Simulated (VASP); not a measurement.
# Mo: single point with PBEsol

Crystal: Mo.

```xyz
1
Lattice="-1.5651 1.5651 1.5651 1.5651 -1.5651 1.5651 1.5651 1.5651 -1.5651" Properties=species:S:1:pos:R:3 pbc="T T T"
Mo    0.0000    0.0000    0.0000
```

```yaml
Program: VASP 6.6.1
Task: single point
Functional: PBEsol
Potentials_or_basis: VASP PAW PBE potentials, release 64 (Mo_sv)
Cutoff: 520 eV
k_mesh: 20 × 20 × 20
Occupations: fermi-dirac, width 0.15 eV
Spin: no spin polarisation
Dipole_correction: no
Further_INCAR_settings: ALGO = Normal; EDIFF = 1e-06; NBANDS = 13
```

```yaml
Pressure: 0.6 GPa
Band_gap_on_the_k_mesh: zero (band 7 reaches 16.90 eV, above the bottom of band 8 at 11.37 eV)
```

Levels at points of the mesh, in eV from the Fermi level:
```
           k point  band 4  band 5  band 6  band 7  band 8  band 9  band 10  band 11
(0.00, 0.00, 0.00)  -34.42   -7.34   -1.39   -1.39   -1.39    1.70     1.70    14.85
(0.50, 0.00, 0.00)  -34.44   -5.46   -3.49    1.69    1.74    2.39     4.93    11.95
(0.50, 0.50, 0.50)  -35.45   -5.61   -5.61    4.14    4.14    4.14     9.18     9.18
```

Wall time 13 s on 1 thread of Intel(R) Xeon(R) 6975P-C (Granite Rapids) (shared host), peak memory 0.16 GiB.

Caveat: the PAW data sets were made with another functional, which shifts forces and pressure a little.
